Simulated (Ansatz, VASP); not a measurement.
**Two plane-wave programs on CdS**

```xyz
2
Lattice="3.3951 0.0000 0.0000 0.0000 3.3951 0.0000 0.0000 0.0000 3.3592" Properties=species:S:1:pos:R:3 pbc="T T T"
Cd    1.6976    1.6976    1.6796
S     0.0000    0.0000    0.0000
```

Alike in both runs: functional r2SCAN; k mesh 6 × 6 × 6; occupations gaussian, width 0.1 eV; no spin polarisation.

Ansatz relaxed the structure, and its values are those at the end. VASP's run is a single point on that final structure, the one shown.

```csv
,VASP,Ansatz
version,VASP 6.6.1,Ansatz 0.2.0
potentials or method,"VASP PAW PBE potentials, release 64 (Cd, S), cutoff 520 eV","scalar-relativistic, plane waves, PAW"
valence electrons in the cell,18,26
```

```tsv
	VASP	Ansatz	Ansatz less VASP
gap on the k mesh at the Fermi level (eV)	none	none	-
pressure (GPa)	0.6	0.2	-0.44
```

VASP's potentials were made for PBE, not for r2SCAN. A gap of «none» marks a metal or a gap that the smearing closes. VASP's potentials hold 18 valence electrons a cell and Ansatz's 26, so a difference there can come from the potentials and not from the codes.
